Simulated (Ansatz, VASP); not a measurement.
BeBi2C2 in VASP and in Ansatz

```
CELL_PARAMETERS angstrom
3.60803 0.00000 0.00000
-1.80401 3.12465 0.00000
0.00000 0.00000 10.21021
ATOMIC_POSITIONS crystal
Be 0.00000 0.00000 0.00000
Bi 0.33333 0.66667 0.26448
Bi 0.33333 0.66667 0.73552
C 0.00000 0.00000 0.83841
C 0.00000 0.00000 0.16159
```

Alike in both runs: functional PBE; k mesh 6 × 6 × 4; occupations gaussian, width 0.1 eV; no spin polarisation.

Ansatz relaxed the structure, and its values are those at the end. VASP's run is a single point on that final structure, the one shown.

|  | VASP | Ansatz |
| --- | --- | --- |
| version | VASP 6.6.1 | Ansatz 0.2.0 |
| potentials or method | VASP PAW PBE potentials, release 64 (Be, Bi_d, C), cutoff 520 eV | scalar-relativistic, plane waves, PAW |
| valence electrons in the cell | 40 | 40 |

VASP gave:

```
gap on the k mesh at the Fermi level (eV) : 0.95
least direct gap on the mesh (eV)         : 0.95
pressure (GPa)                            : 0.0
rms of the force components (eV/Å)        : 0.012
```

Q: What did Ansatz give for the same quantities?

A: gap on the k mesh at the Fermi level (eV): 0.96; least direct gap on the mesh (eV): 0.96; pressure (GPa): 0.0; rms of the force components (eV/Å): 0.003.

The functional is the same, so the differences come from potentials, cutoffs and numerics.

Neither program's run includes spin-orbit coupling.
